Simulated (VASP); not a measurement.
Input of a VASP 6.6.1 run:

The input INCAR:

```
PREC     = Accurate       # precision mode
ENCUT    = 520            # plane-wave cutoff, eV
EDIFF    = 1E-6           # SCF threshold, eV
ISMEAR   = -1             # smearing method
SIGMA    = 0.05           # smearing width, eV
LREAL    = False          # projectors in reciprocal space
LASPH    = True           # aspherical terms in the spheres
NELM     = 150            # most SCF steps
ALGO     = Normal         # electronic algorithm
ISIF     = 2              # what is computed and relaxed
LWAVE    = False          # write WAVECAR
LCHARG   = False          # write CHGCAR
ISPIN    = 2              # spin polarisation
MAGMOM   = 1 0            # initial moments
LORBIT   = 11             # projections on sites
LMAXMIX  = 4              # l up to which the mixer works
LDAU     = True           # DFT+U
LDAUTYPE = 2            
LDAUL    = 2 -1           # shell
LDAUU    = 2 0            # U, eV
LDAUJ    = 0 0          
LDAUPRINT= 1            
GGA      = PS             # functional
NBANDS   = 19             # bands
```

File KPOINTS:

```
Automatic mesh
0
Gamma
  11 11 11
```

The input POSCAR:

```
NiO
1.0
    0.0000000000      2.0859016414      2.0859016414
    2.0859016414      0.0000000000      2.0859016414
    2.0859016414      2.0859016414      0.0000000000
Ni O
1 1
Direct
    0.0000000000      0.0000000000      0.0000000000
    0.5000000000      0.5000000000      0.5000000000
```

Potentials or basis: VASP PAW PBE potentials, release 64 (Ni, O).

Run with:

```sh
$ cat potpaw_PBE.64/Ni/POTCAR potpaw_PBE.64/O/POTCAR > POTCAR
$ mpirun -np 1 vasp_std > vasp.out
```

What does it give for the net moment?

1.99 μB per cell.

Predict the site moments.

Ni +1.66; O +0.29 μB.

What does it give for the pressure?

-2.9 GPa.

Eigenvalues of the final occupation matrices:
| site | spin | trace | eigenvalues |
| --- | --- | --- | --- |
| site 1 d | 1 | 4.95 | 0.97 0.97 0.97 1.02 1.02 |
| site 1 d | 2 | 3.31 | 0.21 0.21 0.96 0.96 0.96 |

Caveat: the PAW data sets were made with another functional, which shifts forces and pressure a little; a cell with one magnetic atom can't hold antiferromagnetic order, which such compounds often take. The state reached can hang on the start; a lower one may exist.
